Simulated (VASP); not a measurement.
Input of a VASP 6.6.1 run:

Contents of POSCAR:

```
EuS
1.0
    0.0000000000      2.9726191535      2.9726191535
    2.9726191535      0.0000000000      2.9726191535
    2.9726191535      2.9726191535      0.0000000000
Eu S
1 1
Direct
    0.5000000000      0.5000000000      0.5000000000
    0.0000000000      0.0000000000      0.0000000000
```

The input INCAR.step1:

```
SYSTEM = EuS
PREC     = Accurate       ! precision mode
ENCUT    = 800            ! plane-wave cutoff, eV
ISMEAR   = 0              ! smearing method
SIGMA    = 0.05           ! smearing width, eV
LREAL    = .False.        ! projectors in reciprocal space
LASPH    = .True.         ! aspherical terms in the spheres
NELM     = 200            ! most SCF steps
ISPIN    = 2              ! spin polarisation
MAGMOM   = 7.57 -0.08     ! initial moments
LMAXMIX  = 6              ! l up to which the mixer works
LDAU     = .True.         ! DFT+U
LDAUTYPE = 2            
LDAUL    = 3 -1           ! shell
LDAUU    = 4 0            ! U, eV
LDAUJ    = 0 0          
NBANDS   = 22             ! bands
GGA      = PE             ! functional
ALGO     = Normal         ! electronic algorithm
EDIFF    = 1E-5           ! SCF threshold, eV
LWAVE    = .True.         ! write WAVECAR
LCHARG   = .False.        ! write CHGCAR
GGA_COMPAT= .False.
```

INCAR.step2

```
SYSTEM = EuS
PREC     = Accurate       ! precision mode
ENCUT    = 800            ! plane-wave cutoff, eV
EDIFF    = 1E-6           ! SCF threshold, eV
ISMEAR   = 0              ! smearing method
SIGMA    = 0.05           ! smearing width, eV
LREAL    = .False.        ! projectors in reciprocal space
LASPH    = .True.         ! aspherical terms in the spheres
NELM     = 200            ! most SCF steps
ALGO     = Normal         ! electronic algorithm
ISIF     = 2              ! what is computed and relaxed
LWAVE    = .False.        ! write WAVECAR
LCHARG   = .True.         ! write CHGCAR
ISPIN    = 2              ! spin polarisation
MAGMOM   = 7.57 -0.08     ! initial moments
LORBIT   = 11             ! projections on sites
LMAXMIX  = 6              ! l up to which the mixer works
LDAU     = .True.         ! DFT+U
LDAUTYPE = 2            
LDAUL    = 3 -1           ! shell
LDAUU    = 4 0            ! U, eV
LDAUJ    = 0 0          
LDAUPRINT= 1            
METAGGA  = R2SCAN         ! meta-GGA
LMIXTAU  = .True.       
LUSE_VDW = .True.       
IVDW_NL  = 2            
BPARAM   = 11.95        
CPARAM   = 0.0093       
LELF     = .True.         ! ELF
LVHAR    = .True.       
NBANDS   = 22             ! bands
ISTART   = 1            
GGA_COMPAT= .False.
```

Contents of KPOINTS:

```
regular mesh
0
Gamma
  8 8 8
  0 0 0
```

Potentials or basis: VASP PAW PBE potentials, release 64 (Eu, S).

Command:

```sh
$ cat potpaw_PBE.64/Eu/POTCAR potpaw_PBE.64/S/POTCAR > POTCAR
$ cp INCAR.step1 INCAR
$ mpirun -np 1 vasp_std > vasp.out
$ cp INCAR.step2 INCAR
$ mpirun -np 1 vasp_std > vasp.out
```

Task: Estimate the net moment.

Result: 7.00 μB per cell.

Task: What does it give for the pressure?

Result: -0.5 GPa.

Eigenvalues of the final occupation matrices:
```
    site  spin  trace                         eigenvalues
site 1 f     1   6.80  0.97 0.97 0.97 0.97 0.97 0.97 0.97
site 1 f     2   0.01  0.00 0.00 0.00 0.00 0.00 0.00 0.00
```

Caveat: the PAW data sets were made with another functional, which shifts forces and pressure a little; spin-orbit coupling is left out, which moves the levels of the heavy elements; a cell with one magnetic atom can't hold antiferromagnetic order, which such compounds often take.
